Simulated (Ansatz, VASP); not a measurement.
## One calculation of Ta2N, two programs

The input INCAR:

```
PREC     = Accurate       # precision mode
ENCUT    = 520            # plane-wave cutoff, eV
EDIFF    = 1E-6           # SCF threshold, eV
ISMEAR   = -1             # smearing method
SIGMA    = 0.05           # smearing width, eV
LREAL    = False          # projectors in reciprocal space
LASPH    = True           # aspherical terms in the spheres
NELM     = 100            # most SCF steps
ALGO     = Normal         # electronic algorithm
ISIF     = 2              # what is computed and relaxed
LWAVE    = False          # write WAVECAR
LCHARG   = False          # write CHGCAR
GGA      = PS             # functional
NBANDS   = 20             # bands
```

KPOINTS

```
Automatic mesh
0
Gamma
  10 10 6
```

File POSCAR:

```
Ta2N
1.0
    3.1751187361      0.0000000000      0.0000000000
   -1.5875593681      2.7497334855      0.0000000000
    0.0000000000      0.0000000000      4.8698410000
Ta N
2 1
Direct
    0.3333333333      0.6666666667      0.2547110000
    0.6666666667      0.3333333333      0.7452890000
    0.0000000000      0.0000000000      0.0000000000
```

input.yaml

```yaml
crystal:
  lattice:
    - [3.1751187361, 0.0, 0.0]
    - [-1.5875593681, 2.7497334855, 0.0]
    - [0.0, 0.0, 4.869841]
  atoms:
    - { symbol: Ta, position: [0.3333333333, 0.6666666667, 0.254711] }
    - { symbol: Ta, position: [0.6666666667, 0.3333333333, 0.745289] }
    - { symbol: "N", position: [0.0, 0.0, 0.0] }
kpoints:
  mp_grid: { grid: [10, 10, 6] }
  band_path:
    path:
      - [0.0, 0.0, 0.0]
      - [0.5, 0.0, 0.0]
      - [0.3333333333, 0.3333333333, 0.0]
      - [0.0, 0.0, 0.0]
      - [0.0, 0.0, 0.5]
      - [0.5, 0.0, 0.5]
      - [0.3333333333, 0.3333333333, 0.5]
      - [0.0, 0.0, 0.5]
    npoints: 6
scf:
  occupations: { method: fermi_dirac, width: 0.05 }
hamiltonian:
  xc: pbesol
  pseudopotentials: { kind: all_electron, lapw: { basis_error: 0.002 } }
output:
  forces: true
  stress: true
  eigenvalues: true
```

Change from the starting cell: strain_xy = 0.02.

Alike in both runs: functional PBEsol; k mesh 10 × 10 × 6; occupations fermi-dirac, width 0.05 eV; no spin polarisation.

```csv
,VASP,Ansatz
version,VASP 6.6.1,Ansatz 0.2.0
potentials or method,"VASP PAW PBE potentials, release 64 (Ta_pv, N), cutoff 520 eV","all-electron LAPW, scalar-relativistic"
task,single point,band structure
```

VASP gave:

| Property | Result |
| --- | --- |
| gap on the k mesh at the Fermi level (eV) | none |
| pressure (GPa) | -18.1 |
| traceless stress, the component that is largest in VASP (GPa) | 2.42 |
| rms of the force components (eV/Å) | 0.289 |

Question: Estimate Ansatz's values.

Answer: gap on the k mesh at the Fermi level (eV): none; pressure (GPa): -18.4; traceless stress, the component that is largest in VASP (GPa): 2.45; rms of the force components (eV/Å): 0.306.

VASP's potentials were made for PBE, not for PBEsol. Atom by atom the forces differ by 0.017 eV/Å (rms over components). A gap of «none» marks a metal or a gap that the smearing closes. Ansatz ran all-electron here, and VASP with PAW potentials.

Spin-orbit coupling is off throughout.
